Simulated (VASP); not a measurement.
Write the native input for VASP 6.6.1 that does the following.

| Quantity | Value |
| --- | --- |
| Task | single point |
| Functional | r2SCAN |
| Dispersion | D4 |
| Potentials or basis | VASP PAW PBE potentials, release 64 (Sb) |
| Cutoff | 520 eV |
| k mesh | 6 × 6 × 6 |
| Occupations | fermi-dirac, width 0.1 eV |
| Spin | no spin polarisation |
| Dipole correction | no |
| Further INCAR settings | ALGO = Normal; EDIFF = 1e-06; NBANDS = 8 |

Sb:

```
CELL_PARAMETERS angstrom
3.16000 0.00000 0.00000
0.00000 3.16000 0.00000
0.00000 0.00000 3.16000
ATOMIC_POSITIONS crystal
Sb 0.00000 0.00000 0.00000
```

These files were run (other wordings do the same):

POSCAR

```
Sb
1.0
    3.1600000000      0.0000000000      0.0000000000
    0.0000000000      3.1600000000      0.0000000000
    0.0000000000      0.0000000000      3.1600000000
Sb
1
Direct
    0.0000000000      0.0000000000      0.0000000000
```

INCAR.step1

```
SYSTEM = Sb
ALGO = Normal ; EDIFF = 1E-4
ENCUT = 520 ; GGA = PE
ISMEAR = -1 ; LASPH = .True.
LCHARG = .False. ; LREAL = .False.
LWAVE = .True. ; NBANDS = 8
NELM = 100 ; PREC = Accurate
SIGMA = 0.1
```

INCAR.step2

```
SYSTEM = Sb
ALGO = Normal ; EDIFF = 1E-6
ENCUT = 520 ; ISIF = 2
ISMEAR = -1 ; ISTART = 1
IVDW = 13 ; LASPH = .True.
LCHARG = .False. ; LMIXTAU = .True.
LREAL = .False. ; LWAVE = .False.
METAGGA = R2SCAN ; NBANDS = 8
NELM = 100 ; PREC = Accurate
SIGMA = 0.1 ; VDW_A1 = 0.51559235
VDW_A2 = 5.77342911 ; VDW_S6 = 1.0
VDW_S8 = 0.6018749
```

KPOINTS

```
k-points
0
Gamma
  6 6 6
  0 0 0
```

Potentials or basis: VASP PAW PBE potentials, release 64 (Sb).

Launch:

```bash
$ cat potpaw_PBE.64/Sb/POTCAR > POTCAR
$ cp INCAR.step1 INCAR
$ mpirun -np 1 vasp_std > vasp.out
$ cp INCAR.step2 INCAR
$ mpirun -np 1 vasp_std > vasp.out
```

It gave:

| Property | Result |
| --- | --- |
| Pressure | -3.6 GPa |
| Dispersion energy per atom | -0.163 eV |

Caveat: the PAW data sets were made with another functional, which shifts forces and pressure a little; pairwise dispersion overbinds metals, which lowers pressure and volume.

Run time: 11 s on 1 thread of Intel(R) Xeon(R) Platinum 8375C CPU @ 2.90GHz (Ice Lake), with other jobs on the host, peak memory 0.14 GiB.
